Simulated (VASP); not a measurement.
A run of VASP 6.6.1 is set up as follows.

File INCAR:

```
SYSTEM = BN
PREC = Accurate ; ENCUT = 520
EDIFF = 1E-6 ; ISMEAR = 0
SIGMA = 0.01 ; LREAL = .False.
LASPH = .True. ; NELM = 80
ALGO = Normal ; ISIF = 2
LWAVE = .False. ; LCHARG = .True.
LELF = .True. ; LVHAR = .True.
NBANDS = 11
```

File KPOINTS:

```
Automatic mesh
0
Gamma
  8 8 6
  0 0 0
```

File POSCAR:

```
BN
1.0
    2.5080410000      0.0000000000      0.0000000000
   -1.2467110000      2.1762310000      0.0000000000
   -0.6306650000     -1.0881160000      3.0225400000
B N
1 1
Direct
    0.9796430000      0.9834990000      0.0018060000
    0.6685060000      0.3323850000      0.9849990000
```

Potentials or basis: VASP PAW LDA potentials, release 64 (B, N).

Command:

```sh
$ cat potpaw_LDA.64/B/POTCAR potpaw_LDA.64/N/POTCAR > POTCAR
$ mpirun -np 1 vasp_std > vasp.out
```

Problem. What does it give for the band gap on the k mesh?

Solution. 2.59 eV, indirect (least direct gap 4.38 eV).

Problem. Predict the pressure.

Solution. -3.5 GPa.

Problem. Predict the largest force.

Solution. 2.698 eV/Å.

Forces on the atoms (eV/Å):
```
B    1.639  2.053 -0.616
N   -1.639 -2.053  0.616
```

Caveat: forces of over 1 eV/Å act on the atoms, so gaps and moduli don't describe the material at rest. LDA gaps usually lie below the measured ones, often by a third to a half.
